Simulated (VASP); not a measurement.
Set up this calculation in VASP 6.6.1, as the native input.

```
Task                   : single point
Functional             : r2SCAN
Potentials or basis    : VASP PAW PBE potentials, release 64 (Sc_sv, Al)
Cutoff                 : 520 eV
k mesh                 : 14 × 14 × 14
Occupations            : gaussian, width 0.1 eV
Spin                   : no spin polarisation
Dipole correction      : no
Further INCAR settings : ALGO = Normal; EDIFF = 1e-06; NBANDS = 18
```

ScAl3:

```
Sc Al
1.0
     3.84040    0.00000    0.00000
     0.00000    3.84040    0.00000
     0.00000    0.00000    4.23262
Sc Al
1 3
Direct
  0.00000 0.00000 0.00000
  0.50000 0.00000 0.50000
  0.00000 0.50000 0.50000
  0.50000 0.50000 0.00000
```

This cell differs from its parent crystal: biaxial strain in the a-b plane: -6.0 %.

One way to write it, as run:

POSCAR

```
ScAl3
1.0
    3.8404043745      0.0000000000      0.0000000000
    0.0000000000      3.8404043745      0.0000000000
    0.0000000000      0.0000000000      4.2326158850
Sc Al
1 3
Direct
    0.0000000000      0.0000000000      0.0000000000
    0.5000000000      0.0000000000      0.5000000000
    0.0000000000      0.5000000000      0.5000000000
    0.5000000000      0.5000000000      0.0000000000
```

INCAR.step1

```
SYSTEM = ScAl3
PREC = Accurate
ENCUT = 520
ISMEAR = 0
SIGMA = 0.1
LREAL = .FALSE.
LASPH = .TRUE.
NELM = 100
NBANDS = 18
GGA = PE
ALGO = Normal
EDIFF = 1E-4
LWAVE = .TRUE.
LCHARG = .FALSE.
```

INCAR.step2

```
SYSTEM = ScAl3
PREC = Accurate
ENCUT = 520
EDIFF = 1E-6
ISMEAR = 0
SIGMA = 0.1
LREAL = .FALSE.
LASPH = .TRUE.
NELM = 100
ALGO = Normal
ISIF = 2
LWAVE = .FALSE.
LCHARG = .TRUE.
METAGGA = R2SCAN
LMIXTAU = .TRUE.
LELF = .TRUE.
LVHAR = .TRUE.
NBANDS = 18
ISTART = 1
```

KPOINTS

```
regular mesh
0
G
  14 14 14
  0 0 0
```

Potentials or basis: VASP PAW PBE potentials, release 64 (Sc_sv, Al).

Command:

```sh
$ cat potpaw_PBE.64/Sc_sv/POTCAR potpaw_PBE.64/Al/POTCAR > POTCAR
$ cp INCAR.step1 INCAR
$ mpirun -np 1 vasp_std > vasp.out
$ cp INCAR.step2 INCAR
$ mpirun -np 1 vasp_std > vasp.out
```

Results of the run:

```yaml
Pressure: 10.6 GPa
Band_gap_on_the_k_mesh: zero (bands 10 and 11 overlap by 4.53 eV)
```

Caveat: the cell differs from its parent crystal (biaxial strain in the a-b plane: -6.0 %); the cell stands under pressure; the PAW data sets were made with another functional, which shifts forces and pressure a little.

Wall time 21 min on 1 thread of Oxide Virtual Turin-like Processor, on a shared host, peak memory 0.37 GiB.
